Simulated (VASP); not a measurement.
A run of VASP 6.6.1 is set up as follows.

Contents of INCAR:

```
  PREC = Accurate
  ENCUT = 520
  EDIFF = 1E-6
  ISMEAR = -1
  SIGMA = 0.1
  LREAL = F
  LASPH = T
  NELM = 60
  ALGO = Normal
  ISIF = 2
  LWAVE = F
  LCHARG = F
  GGA = PS
  NBANDS = 12
```

File KPOINTS:

```
regular mesh
0
Gamma
  16 16 16
```

The input POSCAR:

```
Cu
1.0
    0.0000000000      1.6894022053      1.6894022053
    1.6894022053      0.0000000000      1.6894022053
    1.6894022053      1.6894022053      0.0000000000
Cu
1
Direct
    0.0000000000      0.0000000000      0.0000000000
```

Potentials or basis: VASP PAW PBE potentials, release 64 (Cu).

Command:

```bash
$ cat potpaw_PBE.64/Cu/POTCAR > POTCAR
$ mpirun -np 1 vasp_std > vasp.out
```

Problem. Predict the pressure.

Solution. 40.8 GPa.

Caveat: the PAW data sets were made with another functional, which shifts forces and pressure a little.
